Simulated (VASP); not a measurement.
# SnS2 (P-3m1) in VASP: further runs

Runs on SnS2. Level: HSE06. Tasks: single point.

Everything below comes from runs of VASP 6.6.1. Logs are shortened: lines on timing, memory, paths and dates and some standing lists are left out, and cuts for length are marked.

**1. The cell of the first run**

It takes space group P-3m1 (No. 164, trigonal). Conventional cell: a = 3.551 Å, b = 3.551 Å, c = 5.783 Å, α = 90.00°, β = 90.00°, γ = 120.00°. Sn (site symmetry -3m) has 6 S at 2.54 Å within 3.3 Å. Within 3.3 Å of S (site symmetry 3m) lie 3 Sn at 2.54 Å.

**2. Single point, HSE06 (strain -3.0%)**

POSCAR

```
SnS2
1.0
    3.5509321623      0.0000000000      0.0000000000
   -1.7754660812      3.0751974597      0.0000000000
    0.0000000000      0.0000000000      5.7829274312
Sn S
1 2
Direct
    0.0000000000      0.0000000000      0.0000000000
    0.3333333333      0.6666666667      0.2581193578
    0.6666666667      0.3333333333      0.7418806422
```

INCAR.step1

```
SYSTEM = SnS2
PREC = Accurate
ENCUT = 400
EDIFF = 1E-5
ISMEAR = 0
SIGMA = 0.01
LREAL = .FALSE.
LASPH = .TRUE.
NELM = 120
ALGO = Normal
ISIF = 2
LWAVE = .TRUE.
GGA = PE
NBANDS = 20
GGA_COMPAT = .FALSE.
```

INCAR.step2

```
SYSTEM = SnS2
PREC = Accurate
ENCUT = 400
EDIFF = 1E-6
ISMEAR = 0
SIGMA = 0.01
LREAL = .FALSE.
LASPH = .TRUE.
NELM = 120
ALGO = Normal
ISIF = 2
LWAVE = .FALSE.
LCHARG = .TRUE.
GGA = PE
LHFCALC = .TRUE.
HFSCREEN = 0.2079
PRECFOCK = Normal
LELF = .TRUE.
LVHAR = .TRUE.
ISTART = 1
NBANDS = 20
GGA_COMPAT = .FALSE.
```

KPOINTS

```
Automatic mesh
0
G
  6 6 4
  0 0 0
```

Potentials or basis: VASP PAW PBE potentials, release 64 (Sn_d, S).

On the command line:

```bash
$ cat potpaw_PBE.64/Sn_d/POTCAR potpaw_PBE.64/S/POTCAR > POTCAR
$ cp INCAR.step1 INCAR
$ mpirun -np 1 vasp_std > vasp.out
$ cp INCAR.step2 INCAR
$ mpirun -np 1 vasp_std > vasp.out
```

OUTCAR:

```text
SYSTEM = SnS2
   PREC = Accurate
   ENCUT = 400
   EDIFF = 1E-6
   ISMEAR = 0
   LREAL = .FALSE.
   LASPH = .TRUE.
   NELM = 120
   ISIF = 2
   GGA = PE
   LHFCALC = .TRUE.
   HFSCREEN = 0.2079
   PRECFOCK = Normal
   ISTART = 1

 ion  position               nearest neighbor table
   1  0.000  0.000  0.000-   2 2.54   3 2.54   3 2.54   2 2.54   3 2.54   2 2.54
   2  0.333  0.667  0.258-   1 2.54   1 2.54   1 2.54
   3  0.667  0.333  0.742-   1 2.54   1 2.54   1 2.54

  LATTYP: Found a hexagonal cell.
 ALAT       =     3.5509321623
 C/A-ratio  =     1.6285660122

  Lattice vectors:

 A1 = (   3.5509321623,   0.0000000000,   0.0000000000)
 A2 = (  -1.7754660812,   3.0751974597,   0.0000000000)
 A3 = (   0.0000000000,   0.0000000000,   5.7829274312)

Analysis of symmetry for initial positions (statically):
=====================================================================
 Subroutine PRICEL returns:
 Original cell was already a primitive cell.

 Routine SETGRP: Setting up the symmetry group for a
 hexagonal supercell.

 Subroutine GETGRP returns: Found 12 space group operations
 (whereof 12 operations were pure point group operations)
 out of a pool of 24 trial point group operations.

The static configuration has the point symmetry D_3d.

Analysis of symmetry for dynamics (positions and initial velocities):
=====================================================================
 Subroutine PRICEL returns:
 Original cell was already a primitive cell.

 Routine SETGRP: Setting up the symmetry group for a
 hexagonal supercell.

 Subroutine GETGRP returns: Found 12 space group operations
 (whereof 12 operations were pure point group operations)
 out of a pool of 24 trial point group operations.

The dynamic configuration has the point symmetry D_3d.

 Subroutine INISYM returns: Found 12 space group operations
 (whereof 12 operations are pure point group operations),
 and found     1 'primitive' translations

----------------------------------------------------------------------------------------

                                     Primitive cell

  volume of cell :      63.1485

  direct lattice vectors                    reciprocal lattice vectors
     3.550932162  0.000000000  0.000000000     0.281616194  0.162591185  0.000000000
    -1.775466081  3.075197460  0.000000000     0.000000000  0.325182371  0.000000000
     0.000000000  0.000000000  5.782927431     0.000000000  0.000000000  0.172922799

  length of vectors
     3.550932162  3.550932162  5.782927431     0.325182371  0.325182371  0.172922799

  position of ions in fractional coordinates (direct lattice)
     0.000000000  0.000000000  0.000000000
     0.333333333  0.666666667  0.258119358
     0.666666667  0.333333333  0.741880642

  ion indices of the primitive-cell ions
   primitive index   ion index
                 1           1
                 2           2
                 3           3

----------------------------------------------------------------------------------------

 KPOINTS: Automatic mesh

Automatic generation of k-mesh.
 Grid dimensions read from file:
 generate k-points for:    6    6    4

 Generating k-lattice:

  Cartesian coordinates                     Fractional coordinates (reciprocal lattice)
     0.046936032  0.027098531  0.000000000     0.166666667  0.000000000  0.000000000
     0.000000000  0.054197062  0.000000000     0.000000000  0.166666667  0.000000000
     0.000000000  0.000000000  0.043230700     0.000000000  0.000000000  0.250000000

  Length of vectors
     0.054197062  0.054197062  0.043230700

  Shift w.r.t. Gamma in fractional coordinates (k-lattice)
     0.000000000  0.000000000  0.000000000

 Subroutine IBZKPT returns following result:
 ===========================================

 Found     24 irreducible k-points:

 Following reciprocal coordinates:
            Coordinates               Weight
  0.000000  0.000000  0.000000      1.000000
  0.166667 -0.000000  0.000000      6.000000
  0.333333 -0.000000  0.000000      6.000000
  0.500000 -0.000000  0.000000      3.000000
  0.166667  0.166667  0.000000      6.000000
  0.333333  0.166667  0.000000     12.000000
[... 16 lines left out ...]
  0.333333  0.166667  0.500000     12.000000
  0.333333  0.333333  0.500000      2.000000
   k-points           NKPTS =     24   k-points in BZ     NKDIM =    144   number of bands    NBANDS=     20
   number of dos      NEDOS =    301   number of ions     NIONS =      3
   total plane-waves  NPLWV =  23040
   dimension x,y,z NGX =    24 NGY =   24 NGZ =   40
   dimension x,y,z NGXF=    48 NGYF=   48 NGZF=   80
   ions per type =               1   2
   NGX,Y,Z   is equivalent  to a cutoff of  11.24, 11.24, 11.50 a.u.
   NGXF,Y,Z  is equivalent  to a cutoff of  22.47, 22.47, 23.00 a.u.
 SYSTEM =  SnS2
   PREC   = accura    normal or accurate (medium, high low for compatibility)
   ISTART =      1    job   : 0-new  1-cont  2-samecut
[... 32 lines left out ...]
   GGA     = PE    functional components
   LHFCALC =     T    Hartree Fock is set to
   PRECFOCK=normal    Normal, Fast or Accurate (Low or Medium for compatibility)
   ENCUT4O =  -1.0   cutoff for four orbital integrals eV
   NKREDX  =     1    reduce k-point grid by
   NKREDY  =     1    reduce k-point grid by
   NKREDZ  =     1    reduce k-point grid by
   AEXX    =    0.2500 exact exchange contribution
   HFSCREEN=    0.2079 screening length (either q_TF or 0.3 A-1)
   HFSCREENC=   0.2079 screening length for correlation (either q_TF or 0.3 A-1)
   ENCUTFOCK=  -1.0 apply spherical cutoff to Coloumb kernel
   IVDW    =     0    specifies the selected vdW correction
   LEPSILON=     F    determine dielectric tensor
   LRPA    =     F    only Hartree local field effects (RPA)
 non-spin polarized calculation
 Gauss-broadening in eV      SIGMA  =   0.01
  energy-cutoff  :      400.00
  volume of cell :       63.15
 maximum number of plane-waves:      1182
 NGX is ok and might be reduce to    24
  NGX = 18; NGY = 18; NGZ = 30

 number of electron      25.9999998 magnetization

 Free energy of the ion-electron system (eV)
  ---------------------------------------------------
  ext. energy  EPLUGINS =         0.00000000
  ---------------------------------------------------
  free energy    TOTEN  =       -16.06918499 eV

  energy without entropy =      -16.06918499  energy(sigma->0) =      -16.06918499

 E-fermi :   5.0638     XC(G=0):  -8.2858

 val. band max:        4.9509011678   @ k =   0.1667  -0.0000   0.2500
 cond. band min:       7.3247773557   @ k =   0.5000  -0.0000   0.2500
 fundamental gap:      2.3738761879
 Fermi energy:         5.0637695674

 k-point     1 :       0.0000    0.0000    0.0000
  band No.  band energies     occupation
      1     -17.9803      2.00000
      2     -17.9803      2.00000
      3     -17.8973      2.00000
      4     -17.8698      2.00000
      5     -17.8698      2.00000
      6     -10.6630      2.00000
[... 12 lines left out ...]
     19      15.8849      0.00000
     20      15.8849      0.00000

 k-point     2 :       0.1667   -0.0000    0.0000
  band No.  band energies     occupation
      1     -18.0051      2.00000
      2     -17.9621      2.00000
      3     -17.8878      2.00000
      4     -17.8768      2.00000
      5     -17.8667      2.00000
      6     -10.2967      2.00000
[... 12 lines left out ...]
     19      15.0662      0.00000
     20      16.1327      0.00000

 k-point     3 :       0.3333   -0.0000    0.0000
  band No.  band energies     occupation
      1     -18.0613      2.00000
      2     -17.9399      2.00000
      3     -17.9105      2.00000
      4     -17.8453      2.00000
      5     -17.8417      2.00000
      6      -9.2912      2.00000
[... 12 lines left out ...]
     19      15.9197      0.00000
     20      16.8831      0.00000

 k-point     4 :       0.5000   -0.0000    0.0000
  band No.  band energies     occupation
      1     -18.0905      2.00000
      2     -17.9362      2.00000
      3     -17.9214      2.00000
      4     -17.8268      2.00000
      5     -17.8232      2.00000
      6      -8.3682      2.00000
[... 429 lines left out ...]
 k-point    23 :       0.3333    0.1667    0.5000
  band No.  band energies     occupation
      1     -18.0616      2.00000
      2     -17.9609      2.00000
      3     -17.9041      2.00000
      4     -17.8499      2.00000
      5     -17.8238      2.00000
      6      -8.3075      2.00000
[... 12 lines left out ...]
     19      15.2495      0.00000
     20      16.8417      0.00000

 k-point    24 :       0.3333    0.3333    0.5000
  band No.  band energies     occupation
      1     -18.0153      2.00000
      2     -18.0153      2.00000
      3     -17.8712      2.00000
      4     -17.8712      2.00000
      5     -17.8290      2.00000
      6      -7.6414      2.00000
[... 12 lines left out ...]
     19      16.0896      0.00000
     20      16.1399      0.00000

------------------------ aborting loop because EDIFF is reached ----------------------------------------

  FORCE on cell =-STRESS in cart. coord.  units (eV):
  Direction    XX          YY          ZZ          XY          YZ          ZX
  --------------------------------------------------------------------------------------
  -------------------------------------------------------------------------------------
  Total        2.4760978      2.4760978      0.7686508     -0.0000000      0.0000000     -0.0000000
  in kB       62.8225045     62.8225045     19.5018821     -0.0000000      0.0000000     -0.0000000
  external PRESSURE =      48.3822970 kB  Pullay stress =       0.0000000 kB

 VOLUME and BASIS-vectors are now :
 -----------------------------------------------------------------------------
  energy-cutoff  :      400.00
  volume of cell :       63.15
      direct lattice vectors                 reciprocal lattice vectors
     3.550932162  0.000000000  0.000000000     0.281616194  0.162591185  0.000000000
    -1.775466081  3.075197460  0.000000000     0.000000000  0.325182371  0.000000000
     0.000000000  0.000000000  5.782927431     0.000000000  0.000000000  0.172922799

 POSITION                                       TOTAL-FORCE (eV/Angst)
 -----------------------------------------------------------------------------------
      0.00000      0.00000      0.00000         0.000000      0.000000      0.000000
     -0.00000      2.05013      1.49269        -0.000000     -0.000000     -0.262249
      1.77547      1.02507      4.29024         0.000000      0.000000      0.262249
 -----------------------------------------------------------------------------------
    total drift:                               -0.000000     -0.000000     -0.000002

  FREE ENERGIE OF THE ION-ELECTRON SYSTEM (eV)
  ---------------------------------------------------
  free  energy   TOTEN  =       -16.0691849927 eV

  energy  without entropy=      -16.0691849927  energy(sigma->0) =      -16.06918499
```

Run time: 61 min. Hardware: 1 thread of Intel Xeon Platinum 8259CL at 2.50GHz (Skylake/Cascade Lake), shared host; peak memory 0.29 GiB.

Results:

```
Free energy            : -16.0692 eV
Pressure               : 4.8 GPa
Largest force          : 0.262 eV/Å
Band gap on the k mesh : 2.37 eV (least direct gap 2.86 eV)
```

Forces in eV/Å, atoms in the order of the input:
```
Sn   0.000  0.000  0.000
S    0.000  0.000 -0.262
S    0.000  0.000  0.262
```

Levels at points of the mesh, in eV from the valence-band top:
```tsv
k point	band 11	band 12	band 13	band 14	band 15	band 16
(0.00, 0.00, 0.00)	-0.26	-0.26	-0.10	3.35	4.87	6.85
(0.50, 0.00, 0.00)	-2.79	-1.40	-0.24	2.73	5.52	6.67
(0.00, 0.00, 0.50)	-0.69	-0.06	-0.06	4.73	5.00	6.49
(0.50, 0.00, 0.50)	-2.14	-0.94	-0.73	2.38	5.54	6.41
```

Caveat: the cell differs from its parent crystal (strain -3.0%); the cell stands under pressure; the PAW data sets were made with another functional, which shifts forces and pressure a little; spin-orbit coupling is left out, which moves the levels of the heavy elements.

**3. Single point, HSE06 (strain +2.0%)**

POSCAR

```
SnS2
1.0
    3.7339699027      0.0000000000      0.0000000000
   -1.8669849513      3.2337127927      0.0000000000
    0.0000000000      0.0000000000      6.0810164740
Sn S
1 2
Direct
    0.0000000000      0.0000000000      0.0000000000
    0.3333333333      0.6666666667      0.2372626319
    0.6666666667      0.3333333333      0.7627373681
```

INCAR.step1

```
PREC     = Accurate       # precision mode
ENCUT    = 400            # plane-wave cutoff, eV
EDIFF    = 1E-5           # SCF threshold, eV
ISMEAR   = 0              # smearing method
SIGMA    = 0.01           # smearing width, eV
LREAL    = False          # projectors in reciprocal space
LASPH    = True           # aspherical terms in the spheres
NELM     = 120            # most SCF steps
ALGO     = Normal         # electronic algorithm
ISIF     = 2              # what is computed and relaxed
LWAVE    = True           # write WAVECAR
LCHARG   = False          # write CHGCAR
GGA      = PE             # functional
NBANDS   = 20             # bands
GGA_COMPAT= False        
KPAR     = 4
```

INCAR.step2

```
PREC     = Accurate       # precision mode
ENCUT    = 400            # plane-wave cutoff, eV
EDIFF    = 1E-6           # SCF threshold, eV
ISMEAR   = 0              # smearing method
SIGMA    = 0.01           # smearing width, eV
LREAL    = False          # projectors in reciprocal space
LASPH    = True           # aspherical terms in the spheres
NELM     = 120            # most SCF steps
ALGO     = Normal         # electronic algorithm
ISIF     = 2              # what is computed and relaxed
LWAVE    = False          # write WAVECAR
LCHARG   = False          # write CHGCAR
GGA      = PE             # functional
LHFCALC  = True           # exact exchange
HFSCREEN = 0.2079         # screening, 1/A
PRECFOCK = Normal       
ISTART   = 1            
NBANDS   = 20             # bands
GGA_COMPAT= False        
KPAR     = 4
```

KPOINTS

```
regular mesh
0
Gamma
  6 6 4
```

Potentials or basis: VASP PAW PBE potentials, release 64 (Sn_d, S).

On the command line:

```bash
$ cat potpaw_PBE.64/Sn_d/POTCAR potpaw_PBE.64/S/POTCAR > POTCAR
$ cp INCAR.step1 INCAR
$ mpirun -np 4 vasp_std > vasp.out
$ cp INCAR.step2 INCAR
$ mpirun -np 4 vasp_std > vasp.out
```

Run time: 41 min. Hardware: 4 MPI ranks of AMD EPYC, shared host; peak memory 0.25 GiB.

The run converged. Its results:

- Free energy: -16.1791 eV
- Pressure: -2.6 GPa
- Largest force: 0.275 eV/Å
- Band gap on the k mesh: 2.32 eV (least direct gap 2.62 eV)

Forces in eV/Å, atoms in the order of the input:
```
Sn   0.000  0.000  0.000
S    0.000  0.000 -0.275
S    0.000  0.000  0.275
```

Stress tensor (GPa, compression positive):
```
-3.50  0.00  0.00
 0.00 -3.50  0.00
 0.00  0.00 -0.94
```

Levels at points of the mesh, in eV from the valence-band top:
```
           k point  band 11  band 12  band 13  band 14  band 15  band 16
(0.00, 0.00, 0.00)    -0.36    -0.36     0.00     2.62     4.45     6.35
(0.50, 0.00, 0.00)    -2.54    -0.74    -0.26     2.44     5.53     7.25
(0.00, 0.00, 0.50)    -0.77    -0.27    -0.27     3.59     4.49     6.15
(0.50, 0.00, 0.50)    -1.83    -0.61    -0.50     2.36     5.78     6.96
```

Caveat: the cell differs from its parent crystal (strain +2.0%); the PAW data sets were made with another functional, which shifts forces and pressure a little; spin-orbit coupling is left out, which moves the levels of the heavy elements; this functional lacks dispersion, which binds layers or chains, so the pressure and a relaxed spacing across them are unreliable. A k mesh can miss the band edges.

**4. Single point, HSE06 (strain +3.0%)**

POSCAR

```
SnS2
1.0
    3.7705774507      0.0000000000      0.0000000000
   -1.8852887254      3.2654158593      0.0000000000
    0.0000000000      0.0000000000      6.1406342826
Sn S
1 2
Direct
    0.0000000000      0.0000000000      0.0000000000
    0.3333333333      0.6666666667      0.2330192396
    0.6666666667      0.3333333333      0.7669807604
```

INCAR.step1

```
SYSTEM = SnS2
  PREC = Accurate
  ENCUT = 400
  EDIFF = 1E-5
  ISMEAR = 0
  SIGMA = 0.01
  LREAL = .FALSE.
  LASPH = .TRUE.
  NELM = 120
  ALGO = Normal
  ISIF = 2
  LWAVE = .TRUE.
  LCHARG = .FALSE.
  GGA = PE
  NBANDS = 20
  GGA_COMPAT = .FALSE.
  KPAR = 4
```

INCAR.step2

```
SYSTEM = SnS2
  PREC = Accurate
  ENCUT = 400
  EDIFF = 1E-6
  ISMEAR = 0
  SIGMA = 0.01
  LREAL = .FALSE.
  LASPH = .TRUE.
  NELM = 120
  ALGO = Normal
  ISIF = 2
  LWAVE = .FALSE.
  LCHARG = .FALSE.
  GGA = PE
  LHFCALC = .TRUE.
  HFSCREEN = 0.2079
  PRECFOCK = Normal
  ISTART = 1
  NBANDS = 20
  GGA_COMPAT = .FALSE.
  KPAR = 4
```

KPOINTS

```
Automatic mesh
0
G
  6 6 4
  0 0 0
```

On the command line:

```bash
$ cat potpaw_PBE.64/Sn_d/POTCAR potpaw_PBE.64/S/POTCAR > POTCAR
$ cp INCAR.step1 INCAR
$ mpirun -np 4 vasp_std > vasp.out
$ cp INCAR.step2 INCAR
$ mpirun -np 4 vasp_std > vasp.out
```

It took 7.6 min on 4 MPI ranks of Intel Xeon 6975P-C (Granite Rapids), shared host; peak memory 0.28 GiB.

It converged, with:

* Free energy: -16.1515 eV
* Pressure: -3.6 GPa
* Largest force: 0.269 eV/Å
* Band gap on the k mesh: 2.29 eV (least direct gap 2.45 eV)

Forces on the atoms (eV/Å):
```
Sn   0.000  0.000  0.000
S    0.000  0.000 -0.269
S    0.000  0.000  0.269
```

Stress tensor (GPa, compression positive):
```
-4.80  0.00  0.00
 0.00 -4.80  0.00
 0.00  0.00 -1.11
```

Levels at points of the mesh, in eV from the valence-band top:
```csv
k point,band 9,band 10,band 11,band 12,band 13,band 14,band 15,band 16,band 17,band 18
"(0.00, 0.00, 0.00)",-0.78,-0.78,-0.42,-0.42,0.00,2.45,4.33,6.23,6.23,9.80
"(0.50, 0.00, 0.00)",-4.40,-2.69,-2.42,-0.67,-0.29,2.37,5.49,7.32,7.46,8.95
"(0.00, 0.00, 0.50)",-1.43,-0.83,-0.83,-0.34,-0.34,3.35,4.37,6.06,6.06,10.06
"(0.50, 0.00, 0.50)",-4.69,-2.60,-1.79,-0.59,-0.50,2.33,5.74,7.07,7.63,8.05
```

Caveat: the cell differs from its parent crystal (strain +3.0%); the cell stands under tension; the PAW data sets were made with another functional, which shifts forces and pressure a little; spin-orbit coupling is left out, which moves the levels of the heavy elements; this functional lacks dispersion, which binds layers or chains, so the pressure and a relaxed spacing across them are unreliable.

**5. Overview**

```tsv
cell	gap on the mesh (eV)	pressure (GPa)	largest force (eV/Å)
a = 3.551, b = 3.551, c = 5.783 Å, angles 90.0, 90.0, 120.0°, 3 atoms, strain -3.0%	2.37	4.8	0.26
a = 3.734, b = 3.734, c = 6.081 Å, angles 90.0, 90.0, 120.0°, 3 atoms, strain +2.0%	2.32	-2.6	0.27
a = 3.771, b = 3.771, c = 6.141 Å, angles 90.0, 90.0, 120.0°, 3 atoms, strain +3.0%	2.29	-3.6	0.27
```

Alike in all rows: task single point; level HSE06; potentials or basis VASP PAW PBE potentials, release 64 (Sn_d, S); no spin polarisation; k mesh 6 × 6 × 4; cutoff (eV) 400; smearing gaussian 0.01 eV.

Caveats: the PAW data sets were made with another functional, which shifts forces and pressure a little; spin-orbit coupling is left out, which moves the levels of the heavy elements; this functional lacks dispersion, which binds layers or chains, so the pressure and a relaxed spacing across them are unreliable (at least some runs); the cell stands under pressure (at least some runs); the cell stands under tension (at least some runs).

Total energies depend on the potentials used, so only differences within one code and one set of settings carry meaning.
